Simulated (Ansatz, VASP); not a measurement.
# BaRe: VASP beside Ansatz

```
Ba Re
1.0
     3.69835    0.00000    0.00000
     0.00000    3.69835    0.00000
     0.00000    0.00000    3.69835
Ba Re
1 1
Direct
  0.00000 0.00000 0.00000
  0.50000 0.50000 0.50000
```

Alike in both runs: task single point; functional PBE; k mesh 8 × 8 × 8; occupations gaussian, width 0.05 eV; no spin polarisation.

|  | VASP | Ansatz |
| --- | --- | --- |
| version | VASP 6.6.1 | Ansatz 0.2.0 |
| potentials or method | VASP PAW PBE potentials, release 64 (Ba_sv, Re_sv_GW), cutoff 560 eV | scalar-relativistic, plane waves, PAW |
| valence electrons in the cell | 25 | 25 |

|  | VASP | Ansatz | Ansatz less VASP |
| --- | --- | --- | --- |
| gap on the k mesh at the Fermi level (eV) | none | none | - |
| pressure (GPa) | 2.4 | 0.9 | -1.47 |

A gap of «none» marks a metal or a gap that the smearing closes. With one functional, cell and mesh, what is left measures potentials, basis and numerics.

Spin-orbit coupling is off throughout.
